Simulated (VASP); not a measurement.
## Al8As8H (a cell with a defect): single point with PBEsol

System: Al8As8H (a cell with a defect).

```xyz
17
Lattice="0.0000 5.6758 -5.6758 5.6758 5.6758 0.0000 5.6758 0.0000 -5.6758" Properties=species:S:1:pos:R:3 pbc="T T T"
Al    2.8190    2.8841   -5.6296
Al    5.6580    5.7808   -5.7066
Al    3.0250    0.2065   -2.6314
Al    5.6580    2.8071   -2.7329
Al   -0.0551    2.8673   -2.9039
Al    2.8307    5.6731   -2.8406
Al   -0.0551   -0.0660    0.0294
Al    2.7797    2.6868   -0.1511
As    1.2539    1.3348   -1.5031
As    4.1958    4.2338   -1.4037
As    1.4017    4.2773   -4.2364
As    4.1958    7.1100   -4.2799
As    4.2840    1.4654   -4.2627
As    6.9051    4.0386   -4.4751
As    4.2840    4.2510   -7.0483
As    7.1584    7.1196   -7.0699
H     8.2306   10.3012   -9.5641
```

- Program: VASP 6.6.1
- Task: single point
- Functional: PBEsol
- Potentials or basis: VASP PAW PBE potentials, release 64 (Al, As, H)
- Cutoff: 520 eV
- k mesh: 2 × 2 × 2
- Occupations: gaussian, width 0.02 eV
- Spin: no spin polarisation
- Dipole correction: no
- Charge: 1
- Further INCAR settings: LREAL = Auto; ALGO = Normal; EDIFF = 1e-07; NBANDS = 46; NELECT = 64.0

```
Largest force : 0.062 eV/Å
```

Forces in eV/Å, atoms in the order of the input:
```
Al  -0.002  0.000  0.000
Al   0.008 -0.003  0.008
Al  -0.017 -0.021 -0.021
Al   0.008  0.008 -0.003
Al  -0.003  0.000  0.001
Al   0.000  0.001  0.001
Al  -0.003  0.001  0.000
Al  -0.002  0.010  0.010
As  -0.018  0.004  0.004
As  -0.001 -0.003  0.003
As   0.003 -0.001 -0.001
As  -0.001  0.003 -0.003
As   0.009  0.000 -0.005
As  -0.044 -0.016 -0.016
As   0.009 -0.005  0.000
As   0.001  0.000  0.000
H    0.053  0.023  0.023
```

Levels at points of the mesh, in eV from the Fermi level:
```csv
k point,band 30,band 31,band 32,band 33,band 34,band 35
"(0.00, 0.00, 0.00)",-0.24,-0.15,-0.14,0.70,1.00,1.46
"(0.50, 0.00, 0.00)",-0.69,-0.56,-0.53,1.68,2.06,2.36
"(0.00, 0.50, 0.00)",-0.63,-0.61,-0.55,1.71,2.19,2.26
"(0.00, 0.00, 0.50)",-0.70,-0.57,-0.53,1.23,1.95,2.35
"(0.50, 0.50, 0.00)",-1.08,-1.03,-0.85,1.88,2.43,2.83
"(0.00, 0.50, 0.50)",-1.07,-1.05,-0.80,2.21,2.41,2.89
```

Run time: 6 min on 1 thread of Intel Xeon 8259CL (shared host), peak memory 0.5 GiB.

Caveat: the k points lie up to 0.48 Å⁻¹ apart; the cell carries a net charge on a neutralising background, which shifts energy and pressure; the cell is charged against a uniform background, so pressure and absolute levels hang on convention; the PAW data sets were made with another functional, which shifts forces and pressure a little.
